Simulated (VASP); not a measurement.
# Ta2C (P-3m1) in VASP: further runs

Ta2C is run at these levels: PBEsol; tasks: single point.

All numbers are computed with VASP 6.6.1; they aren't measurements. Logs are shortened: lines on timing, memory, paths and dates and some standing lists are left out, and cuts for length are marked.

### Step 1. The cell of the first run

It takes space group P-3m1 (No. 164, trigonal). Conventional cell: a = 2.631 Å, b = 2.631 Å, c = 4.921 Å, α = 90.00°, β = 90.00°, γ = 120.00°. Within 2.6 Å of Ta (site symmetry 3m) lie 3 C at 1.96 Å. Within 2.6 Å of C (site symmetry -3m) lie 6 Ta at 1.96 Å.

### Step 2. Single point, PBEsol (strain -0.1500 x Voigt [1, 1, 0, 0, 0, 0])

Input file INCAR:

```
SYSTEM = Ta2C
ALGO = Normal
EDIFF = 1E-6
ENCUT = 520
GGA = PS
ISIF = 2
ISMEAR = 0
LASPH = .True.
LCHARG = .False.
LREAL = .False.
LWAVE = .False.
NBANDS = 20
NELM = 80
PREC = Accurate
SIGMA = 0.15
```

Input file KPOINTS:

```
k-points
0
Gamma
  18 18 10
  0 0 0
```

Input file POSCAR:

```
Ta2C
1.0
    2.6310055970      0.0000000000      0.0000000000
   -1.3155027985      2.2785176845      0.0000000000
    0.0000000000      0.0000000000      4.9210802832
Ta C
2 1
Direct
    0.3333333333      0.6666666667      0.2528761935
    0.6666666667      0.3333333333      0.7471238065
    0.0000000000      0.0000000000      0.0000000000
```

Potentials or basis: VASP PAW PBE potentials, release 64 (Ta_pv, C).

Started as:

```
$ cat potpaw_PBE.64/Ta_pv/POTCAR potpaw_PBE.64/C/POTCAR > POTCAR
$ mpirun -np 1 vasp_std > vasp.out
```

OUTCAR:

```text
SYSTEM = Ta2C
   EDIFF = 1E-6
   ENCUT = 520
   GGA = PS
   ISIF = 2
   ISMEAR = 0
   LASPH = .True.
   LREAL = .False.
   NELM = 80
   PREC = Accurate

 ion  position               nearest neighbor table
   1  0.333  0.667  0.253-   3 1.96   3 1.96   3 1.96   2 2.87   2 2.87   2 2.87   2 2.92   2 2.92
                             2 2.92
   2  0.667  0.333  0.747-   3 1.96   3 1.96   3 1.96   1 2.87   1 2.87   1 2.87   1 2.92   1 2.92
                             1 2.92
   3  0.000  0.000  0.000-   1 1.96   2 1.96   1 1.96   2 1.96   2 1.96   1 1.96

  LATTYP: Found a hexagonal cell.
 ALAT       =     2.6310055970
 C/A-ratio  =     1.8704180215

  Lattice vectors:

 A1 = (   2.6310055970,   0.0000000000,   0.0000000000)
 A2 = (  -1.3155027985,   2.2785176845,   0.0000000000)
 A3 = (   0.0000000000,   0.0000000000,   4.9210802832)

Analysis of symmetry for initial positions (statically):
=====================================================================
 Subroutine PRICEL returns:
 Original cell was already a primitive cell.

 Routine SETGRP: Setting up the symmetry group for a
 hexagonal supercell.

 Subroutine GETGRP returns: Found 12 space group operations
 (whereof 12 operations were pure point group operations)
 out of a pool of 24 trial point group operations.

The static configuration has the point symmetry D_3d.

Analysis of symmetry for dynamics (positions and initial velocities):
=====================================================================
 Subroutine PRICEL returns:
 Original cell was already a primitive cell.

 Routine SETGRP: Setting up the symmetry group for a
 hexagonal supercell.

 Subroutine GETGRP returns: Found 12 space group operations
 (whereof 12 operations were pure point group operations)
 out of a pool of 24 trial point group operations.

The dynamic configuration has the point symmetry D_3d.

 Subroutine INISYM returns: Found 12 space group operations
 (whereof 12 operations are pure point group operations),
 and found     1 'primitive' translations

----------------------------------------------------------------------------------------

                                     Primitive cell

  volume of cell :      29.5009

  direct lattice vectors                    reciprocal lattice vectors
     2.631005597  0.000000000  0.000000000     0.380082810  0.219440913  0.000000000
    -1.315502799  2.278517685  0.000000000     0.000000000  0.438881825  0.000000000
     0.000000000  0.000000000  4.921080283     0.000000000  0.000000000  0.203207414

  length of vectors
     2.631005597  2.631005597  4.921080283     0.438881825  0.438881825  0.203207414

  position of ions in fractional coordinates (direct lattice)
     0.333333333  0.666666667  0.252876194
     0.666666667  0.333333333  0.747123806
     0.000000000  0.000000000  0.000000000

  ion indices of the primitive-cell ions
   primitive index   ion index
                 1           1
                 2           2
                 3           3

----------------------------------------------------------------------------------------

 KPOINTS: k-points

Automatic generation of k-mesh.
 Grid dimensions read from file:
 generate k-points for:   18   18   10

 Generating k-lattice:

  Cartesian coordinates                     Fractional coordinates (reciprocal lattice)
     0.021115712  0.012191162  0.000000000     0.055555556  0.000000000  0.000000000
     0.000000000  0.024382324  0.000000000     0.000000000  0.055555556  0.000000000
     0.000000000  0.000000000  0.020320741     0.000000000  0.000000000  0.100000000

  Length of vectors
     0.024382324  0.024382324  0.020320741

  Shift w.r.t. Gamma in fractional coordinates (k-lattice)
     0.000000000  0.000000000  0.000000000

 Subroutine IBZKPT returns following result:
 ===========================================

 Found    330 irreducible k-points:

 Following reciprocal coordinates:
            Coordinates               Weight
  0.000000  0.000000  0.000000      1.000000
  0.055556  0.000000  0.000000      6.000000
  0.111111  0.000000  0.000000      6.000000
  0.166667 -0.000000  0.000000      6.000000
  0.222222 -0.000000  0.000000      6.000000
  0.277778  0.000000  0.000000      6.000000
[... 16 lines left out ...]
  0.333333  0.111111  0.000000     12.000000
  0.388889  0.111111  0.000000     12.000000
 [... further k-points ...]
   k-points           NKPTS =    330   k-points in BZ     NKDIM =    330   number of bands    NBANDS=     20
   number of dos      NEDOS =    301   number of ions     NIONS =      3
   total plane-waves  NPLWV =  16000
   dimension x,y,z NGX =    20 NGY =   20 NGZ =   40
   dimension x,y,z NGXF=    40 NGYF=   40 NGZF=   80
   ions per type =               2   1
   NGX,Y,Z   is equivalent  to a cutoff of  12.64, 12.64, 13.51 a.u.
   NGXF,Y,Z  is equivalent  to a cutoff of  25.27, 25.27, 27.03 a.u.
 SYSTEM =  Ta2C
   PREC   = accura    normal or accurate (medium, high low for compatibility)
   ISTART =      0    job   : 0-new  1-cont  2-samecut
   ICHARG =      2    charge: 1-file 2-atom 10-const
   ISPIN  =      1    spin polarized calculation?
   LNONCOLLINEAR =      F non collinear calculations
   LSORBIT =      F    spin-orbit coupling
   LASPH  =      T    aspherical Exc in radial PAW
   ENCUT  =  520.0 eV  38.22 Ry    6.18 a.u.   4.89  4.89  9.15*2*pi/ulx,y,z
   NELM   =     80;   NELMIN=  2; NELMDL= -5     # of ELM steps
   EDIFF  = 0.1E-05   stopping-criterion for ELM
   LREAL  =      F    real-space projection
   EDIFFG = 0.1E-04   stopping-criterion for IOM
   NSW    =      0    number of steps for IOM
   IBRION =     -1    ionic relax: 0-MD 1-quasi-New 2-CG
   NFREE  =      0    steps in history (QN), initial steepest desc. (CG)
   ISIF   =      2    stress and relaxation
   ISYM   =      2    0-nonsym 1-usesym 2-fastsym
   POTIM  = 0.5000    time-step for ionic-motion
   TEBEG  =    0.0;   TEEND  =   0.0 temperature during run
   PSTRESS=    0.0 pullay stress
   NELECT =      26.0000    total number of electrons
   NUPDOWN=      -1.0000    fix difference up-down
   EMIN   =  10.00;   EMAX   =-10.00  energy-range for DOS
   EFERMI =   0.00;   METHOD = LEGACY
   ISMEAR =     0;   SIGMA  =   0.15  broadening in eV -4-tet -1-fermi 0-gaus
   EFERMI_NEDOS =   21; number of points for ismear=-14 and -15
   IALGO  =     38    algorithm
   IMIX   =      4    mixing-type and parameters
     AMIX     =   0.40;   BMIX     =  1.00
     AMIX_MAG =   1.60;   BMIX_MAG =  1.00
  volume/ion in A,a.u.               =       9.83        66.36
  Fermi-wavevector in a.u.,A,eV,Ry     =   1.569595  2.966105 33.519721  2.463630
  Thomas-Fermi vector in A             =   2.671454
   LORBIT       =      0    0 simple, 1 ext, 2 COOP (PROOUT), +10 PAW based schemes
   GGA     = PS    functional components
   LHFCALC =     F    Hartree Fock is set to
   AEXX    =    0.0000 exact exchange contribution
   IVDW    =     0    specifies the selected vdW correction
   LEPSILON=     F    determine dielectric tensor
   LRPA    =     F    only Hartree local field effects (RPA)
 non-spin polarized calculation
 Gauss-broadening in eV      SIGMA  =   0.15
  energy-cutoff  :      520.00
  volume of cell :       29.50
 maximum number of plane-waves:       816
   NGX =  9   NGY =  9   NGZ = 19

 number of electron      26.0000003 magnetization

 Free energy of the ion-electron system (eV)
  ---------------------------------------------------
  ext. energy  EPLUGINS =         0.00000000
  ---------------------------------------------------
  free energy    TOTEN  =       -30.85305221 eV

  energy without entropy =      -30.83980356  energy(sigma->0) =      -30.84642789

 E-fermi :   9.8474     XC(G=0): -14.6913

 val. band max:        9.8448784157   @ k =  -0.1111   0.5000   0.4000
 cond. band min:       9.8492768153   @ k =   0.2222  -0.0000   0.1000
 fundamental gap:      0.0043983996
 Fermi energy:         9.8473918639

 k-point     1 :       0.0000    0.0000    0.0000
  band No.  band energies     occupation
      1     -25.3618      2.00000
      2     -23.4168      2.00000
      3     -22.8763      2.00000
      4     -22.8763      2.00000
      5     -22.7566      2.00000
      6     -22.7566      2.00000
[... 12 lines left out ...]
     19      13.0434      0.00000
     20      20.0627      0.00000

 k-point     2 :       0.0556    0.0000    0.0000
  band No.  band energies     occupation
      1     -25.3358      2.00000
      2     -23.4153      2.00000
      3     -22.9729      2.00000
      4     -22.9026      2.00000
      5     -22.8510      2.00000
      6     -22.7697      2.00000
[... 12 lines left out ...]
     19      14.0104      0.00000
     20      20.3606      0.00000

 k-point     3 :       0.1111    0.0000    0.0000
  band No.  band energies     occupation
      1     -25.2598      2.00000
      2     -23.4186      2.00000
      3     -23.2412      2.00000
      4     -23.1127      2.00000
      5     -22.9749      2.00000
      6     -22.8101      2.00000
[... 12 lines left out ...]
     19      15.3199      0.00000
     20      20.3787      0.00000

 k-point     4 :       0.1667   -0.0000    0.0000
  band No.  band energies     occupation
      1     -25.1398      2.00000
      2     -23.6658      2.00000
      3     -23.5166      2.00000
      4     -23.3738      2.00000
      5     -23.0794      2.00000
      6     -22.8762      2.00000
[... 12 lines left out ...]
     19      16.6294      0.00000
     20      20.0431      0.00000

 k-point     5 :       0.2222   -0.0000    0.0000
  band No.  band energies     occupation
      1     -24.9882      2.00000
      2     -24.1301      2.00000
      3     -23.9511      2.00000
      4     -23.3870      2.00000
      5     -23.2009      2.00000
      6     -22.9601      2.00000
[... 12 lines left out ...]
     19      17.7531      0.00000
     20      19.6420      0.00000
[... 353 lines left out ...]
      6     -23.2201      2.00000
[... 12 lines left out ...]
     19      18.2042      0.00000
     20      19.7982      0.00000

 k-point    22 :       0.2778    0.1111    0.0000
  band No.  band energies     occupation
      1     -25.0502      2.00000
      2     -24.8324      2.00000
      3     -24.4807      2.00000
      4     -23.5918      2.00000
      5     -23.4463      2.00000
      6     -23.3282      2.00000
[... 12 lines left out ...]
     19      18.7192      0.00000
     20      19.8382      0.00000

 k-point    23 :       0.3333    0.1111    0.0000
  band No.  band energies     occupation
      1     -25.3339      2.00000
      2     -25.0832      2.00000
      3     -24.3234      2.00000
      4     -23.7157      2.00000
      5     -23.4978      2.00000
      6     -23.4168      2.00000
[... 12 lines left out ...]
     19      18.9150      0.00000
     20      19.7319      0.00000

 k-point    24 :       0.3889    0.1111    0.0000
  band No.  band energies     occupation
      1     -25.5194      2.00000
      2     -25.2473      2.00000
      3     -24.1877      2.00000
      4     -23.7948      2.00000
      5     -23.5503      2.00000
      6     -23.4783      2.00000
[... 12 lines left out ...]
     19      18.8910      0.00000
     20      19.4886      0.00000

 [... further k-points ...]
[... 5 lines left out ...]
  --------------------------------------------------------------------------------------
  -------------------------------------------------------------------------------------
  Total       38.5857606     38.5857606     21.3164320      0.0000000     -0.0000000      0.0000000
  in kB     2095.5740987   2095.5740987   1157.6851679      0.0000000     -0.0000000      0.0000000
  external PRESSURE =    1782.9444551 kB  Pullay stress =       0.0000000 kB

 VOLUME and BASIS-vectors are now :
 -----------------------------------------------------------------------------
  energy-cutoff  :      520.00
  volume of cell :       29.50
      direct lattice vectors                 reciprocal lattice vectors
     2.631005597  0.000000000  0.000000000     0.380082810  0.219440913  0.000000000
    -1.315502799  2.278517685  0.000000000     0.000000000  0.438881825  0.000000000
     0.000000000  0.000000000  4.921080283     0.000000000  0.000000000  0.203207414

 POSITION                                       TOTAL-FORCE (eV/Angst)
 -----------------------------------------------------------------------------------
     -0.00000      1.51901      1.24442        -0.000000      0.000000      4.641086
      1.31550      0.75951      3.67666         0.000000      0.000000     -4.641086
      0.00000      0.00000      0.00000        -0.000000      0.000000      0.000000
 -----------------------------------------------------------------------------------
    total drift:                                0.000000     -0.000000     -0.000000

  FREE ENERGIE OF THE ION-ELECTRON SYSTEM (eV)
  ---------------------------------------------------
  free  energy   TOTEN  =       -30.8530522089 eV

  energy  without entropy=      -30.8398035612  energy(sigma->0) =      -30.84642789
```

Run time: 2.1 min. Hardware: 1 thread of Intel Xeon Platinum 8259CL at 2.50GHz (Skylake/Cascade Lake), shared host; peak memory 0.28 GiB.

What came out:

- Free energy: -30.8531 eV
- Pressure: 178.3 GPa
- Largest force: 4.641 eV/Å
- Band gap on the k mesh: zero (band 13 reaches 10.36 eV, above the bottom of band 14 at 9.39 eV)

Forces in eV/Å, atoms in the order of the input:
```
Ta   0.000  0.000  4.641
Ta   0.000  0.000 -4.641
C    0.000  0.000  0.000
```

Levels at points of the mesh, in eV from the Fermi level:
| k point | band 11 | band 12 | band 13 | band 14 | band 15 | band 16 |
| --- | --- | --- | --- | --- | --- | --- |
| (0.00, 0.00, 0.00) | -3.58 | -2.15 | 0.23 | 0.23 | 2.74 | 3.01 |
| (0.50, 0.00, 0.00) | -4.61 | -1.52 | -0.44 | 2.75 | 5.96 | 6.71 |
| (0.00, 0.00, 0.50) | -4.14 | -2.64 | -0.24 | -0.24 | 4.00 | 4.25 |
| (0.50, 0.00, 0.50) | -4.08 | -0.95 | -0.12 | 1.45 | 2.63 | 6.64 |

Caveat: the cell differs from its parent crystal (strain -0.1500 x Voigt [1, 1, 0, 0, 0, 0]); the PAW data sets were made with another functional, which shifts forces and pressure a little; spin-orbit coupling is left out, which moves the levels of the heavy elements.

### Step 3. Single point, PBEsol (strain -0.1125 x Voigt [1, 1, 0, 0, 0, 0])

Input file INCAR:

```
  PREC = Accurate
  ENCUT = 520
  EDIFF = 1E-6
  ISMEAR = 0
  SIGMA = 0.15
  LREAL = F
  LASPH = T
  NELM = 100
  ALGO = Normal
  ISIF = 2
  LWAVE = F
  LCHARG = T
  GGA = PS
  LELF = T
  LVHAR = T
  NBANDS = 20
```

Input file KPOINTS:

```
Automatic mesh
0
Gamma
  18 18 10
```

Input file POSCAR:

```
Ta2C
1.0
    2.7470793733      0.0000000000      0.0000000000
   -1.3735396867      2.3790405235      0.0000000000
    0.0000000000      0.0000000000      4.9210802832
Ta C
2 1
Direct
    0.3333333333      0.6666666667      0.2528761935
    0.6666666667      0.3333333333      0.7471238065
    0.0000000000      0.0000000000      0.0000000000
```

Potentials or basis: VASP PAW PBE potentials, release 64 (Ta_pv, C).

Started as:

```
$ cat potpaw_PBE.64/Ta_pv/POTCAR potpaw_PBE.64/C/POTCAR > POTCAR
$ mpirun -np 1 vasp_std > vasp.out
```

Run time: 2.2 min. Hardware: 1 thread of Intel Xeon Platinum 8259CL at 2.50GHz (Skylake/Cascade Lake), shared host; peak memory 0.3 GiB.

It converged, with:

- Free energy: -33.6797 eV
- Pressure: 112.8 GPa
- Largest force: 2.931 eV/Å
- Band gap on the k mesh: zero (band 13 reaches 9.21 eV, above the bottom of band 14 at 8.52 eV)

Forces on the atoms (eV/Å):
```
Ta   0.000  0.000  2.931
Ta   0.000  0.000 -2.931
C    0.000  0.000  0.000
```

Stress tensor (GPa, compression positive):
```
134.31   0.00   0.00
  0.00 134.31   0.00
  0.00   0.00  69.72
```

Levels at points of the mesh, in eV from the Fermi level:
```
           k point  band 10  band 11  band 12  band 13  band 14  band 15  band 16  band 17
(0.00, 0.00, 0.00)    -3.85    -3.24    -1.53     0.41     0.41     2.47     2.47     2.96
(0.50, 0.00, 0.00)    -5.30    -4.43    -1.54    -0.08     2.78     5.75     5.82     7.57
(0.00, 0.00, 0.50)    -4.05    -3.42    -2.26    -0.14    -0.14     4.02     4.02     4.14
(0.50, 0.00, 0.50)    -4.10    -3.92    -0.74    -0.35     1.26     2.41     6.39     7.11
```

Caveat: the cell differs from its parent crystal (strain -0.1125 x Voigt [1, 1, 0, 0, 0, 0]); the PAW data sets were made with another functional, which shifts forces and pressure a little; spin-orbit coupling is left out, which moves the levels of the heavy elements.

### Step 4. Single point, PBEsol (strain +0.1500 x Voigt [1, 1, 0, 0, 0, 0])

Input file INCAR:

```
SYSTEM = Ta2C
ALGO = Normal
EDIFF = 1E-6
ENCUT = 520
GGA = PS
ISIF = 2
ISMEAR = 0
LASPH = .True.
LCHARG = .False.
LREAL = .False.
LWAVE = .False.
NBANDS = 20
NELM = 60
PREC = Accurate
SIGMA = 0.15
```

Input file KPOINTS:

```
k-points
0
Gamma
  18 18 10
  0 0 0
```

Input file POSCAR:

```
Ta2C
1.0
    3.5595958077      0.0000000000      0.0000000000
   -1.7797979039      3.0827003966      0.0000000000
    0.0000000000      0.0000000000      4.9210802832
Ta C
2 1
Direct
    0.3333333333      0.6666666667      0.2528761935
    0.6666666667      0.3333333333      0.7471238065
    0.0000000000      0.0000000000      0.0000000000
```

Started as:

```
$ cat potpaw_PBE.64/Ta_pv/POTCAR potpaw_PBE.64/C/POTCAR > POTCAR
$ mpirun -np 1 vasp_std > vasp.out
```

Wall time 8.7 min (1 thread of Intel Xeon 8259CL, shared host); peak memory 0.44 GiB.

Results (log left out):

| Property | Result |
| --- | --- |
| Free energy | -33.9983 eV |
| Pressure | -42.7 GPa |
| Largest force | 1.400 eV/Å |
| Band gap on the k mesh | zero (band 13 reaches 4.47 eV, above the bottom of band 14 at 3.76 eV) |

Forces on the atoms (eV/Å):
```
Ta   0.000  0.000 -1.400
Ta   0.000  0.000  1.400
C    0.000  0.000  0.000
```

Stress tensor (GPa, compression positive):
```
-50.94   0.00   0.00
  0.00 -50.94   0.00
  0.00   0.00 -26.17
```

Levels at points of the mesh, in eV from the Fermi level:
```tsv
k point	band 11	band 12	band 13	band 14	band 15	band 16
(0.00, 0.00, 0.00)	-2.58	0.34	0.34	0.60	0.60	1.11
(0.50, 0.00, 0.00)	-2.40	-1.58	-0.25	1.75	2.91	3.06
(0.00, 0.00, 0.50)	-0.57	-0.43	-0.43	-0.35	2.40	2.40
(0.50, 0.00, 0.50)	-1.51	-1.03	-0.87	0.87	2.11	2.35
```

Caveat: the cell differs from its parent crystal (strain +0.1500 x Voigt [1, 1, 0, 0, 0, 0]); the PAW data sets were made with another functional, which shifts forces and pressure a little; spin-orbit coupling is left out, which moves the levels of the heavy elements.

### Step 5. Summary

```tsv
cell	gap on the mesh (eV)	pressure (GPa)	largest force (eV/Å)
a = 2.631, b = 2.631, c = 4.921 Å, angles 90.0, 90.0, 120.0°, 3 atoms	none	178.3	4.64
a = 2.747, b = 2.747, c = 4.921 Å, angles 90.0, 90.0, 120.0°, 3 atoms	none	112.8	2.93
a = 3.560, b = 3.560, c = 4.921 Å, angles 90.0, 90.0, 120.0°, 3 atoms	none	-42.7	1.40
```

Alike in all rows: task single point; level PBEsol; potentials or basis VASP PAW PBE potentials, release 64 (Ta_pv, C); no spin polarisation; k mesh 18 × 18 × 10; cutoff (eV) 520; smearing gaussian 0.15 eV.

Caveats: the PAW data sets were made with another functional, which shifts forces and pressure a little; spin-orbit coupling is left out, which moves the levels of the heavy elements.

Total energies depend on the potentials used, so only differences within one code and one set of settings carry meaning.
